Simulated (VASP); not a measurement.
**BN (sol): relaxation of the atoms with PBEsol**

BN (sol):

```
B N
1.0
     2.54233    0.00000    0.00000
    -1.27116    2.20172    0.00000
     0.00000    0.00000    4.16063
B N
2 2
Direct
  0.33333 0.66667 0.99991
  0.66667 0.33333 0.49991
  0.33333 0.66667 0.37409
  0.66667 0.33333 0.87409
```

This cell differs from its parent crystal: strained cell.

```yaml
Program: VASP 6.6.1
Task: relaxation of the atoms
Functional: PBEsol
Potentials_or_basis: VASP PAW PBE potentials, release 64 (B, N)
Cutoff: 520 eV
k_mesh: 9 × 9 × 6
Occupations: gaussian, width 0.02 eV
Spin: no spin polarisation
Dipole_correction: no
Further_INCAR_settings: ALGO = Normal; EDIFF = 1e-07; IBRION = 2; EDIFFG = -0.002; NSW = 60
```

- Energy gained by relaxing: 0.0 meV/atom
- Ionic steps: 3
- Pressure after relaxing: 4.3 GPa
- Band gap on the k mesh: 4.98 eV, indirect (least direct gap 8.20 eV)

Stress tensor (GPa, compression positive):
```
 0.73  0.00  0.00
 0.00  0.73  0.00
 0.00  0.00 11.58
```

Step by step:
| step | energy change (eV) | largest force (eV/Å) | pressure (GPa) |
| --- | --- | --- | --- |
| 1 | 0.0000 | 0.0521 | 4.34 |
| 2 | 0.0001 | 0.0744 | 4.36 |
| 3 | -0.0001 | 0.0000 | 4.35 |

Final structure:
```cif
data_structure
_symmetry_space_group_name_H-M 'P 1'
_symmetry_Int_Tables_number 1
_cell_length_a 2.5423
_cell_length_b 2.5423
_cell_length_c 4.1606
_cell_angle_alpha 90.000
_cell_angle_beta 90.000
_cell_angle_gamma 120.000
_cell_volume 23.29
loop_
_atom_site_label
_atom_site_type_symbol
_atom_site_fract_x
_atom_site_fract_y
_atom_site_fract_z
_atom_site_occupancy
B1 B 0.33333 0.66667 0.99966 1
B2 B 0.66667 0.33333 0.49966 1
N1 N 0.33333 0.66667 0.37434 1
N2 N 0.66667 0.33333 0.87434 1
```

Levels at points of the mesh, in eV from the valence-band top:
```csv
k point,band 6,band 7,band 8,band 9,band 10,band 11
"(0.00, 0.00, 0.00)",-0.24,0.00,0.00,8.27,8.27,8.97
"(0.00, 0.00, 0.50)",-1.25,-1.25,-1.25,9.42,9.42,9.88
```

It took 10 s on 1 thread of Intel(R) Xeon(R) 6975P-C (Granite Rapids), with other jobs on the host, peak memory 0.13 GiB.

Caveat: the cell differs from its parent crystal (strained cell); the PAW data sets were made with another functional, which shifts forces and pressure a little. A k mesh can miss the band edges.
